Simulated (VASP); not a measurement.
Runs of VASP 6.6.1 on Ti2O. The structure is that of space group P-3m1 (No. 164), or close to it. The cells are those of the table. 

| cell | gap on the mesh (eV) | pressure (GPa) | largest force (eV/Å) |
| --- | --- | --- | --- |
| a = 2.913, b = 2.913, c = 4.759 Å, angles 90.0, 90.0, 120.0°, 3 atoms | none | 9.1 | 0.07 |
| a = 2.942, b = 2.942, c = 4.798 Å, angles 90.0, 90.0, 120.0°, 3 atoms | none | (a) | 0.06 |
| a = 2.952, b = 2.952, c = 4.811 Å, angles 90.0, 90.0, 120.0°, 3 atoms | none | 0.9 | 0.06 |
| a = 2.922, b = 2.922, c = 4.771 Å, angles 90.0, 90.0, 120.0°, 3 atoms | none | 7.1 | 0.06 |
| a = 2.932, b = 2.932, c = 4.785 Å, angles 90.0, 90.0, 120.0°, 3 atoms | none | (b) | 0.06 |

Alike in all rows: task single point; level r2SCAN; potentials or basis VASP PAW PBE potentials, release 64 (Ti_sv, O); no spin polarisation; k mesh 13 × 13 × 7; cutoff (eV) 520; smearing methfessel-paxton 0.1 eV.

Question: Estimate the missing entries.

Answer: (a) 3.1; (b) 5.0.

Caveats: the PAW data sets were made with another functional, which shifts forces and pressure a little.

A gap of «none» marks levels without a gap at the run's occupations.
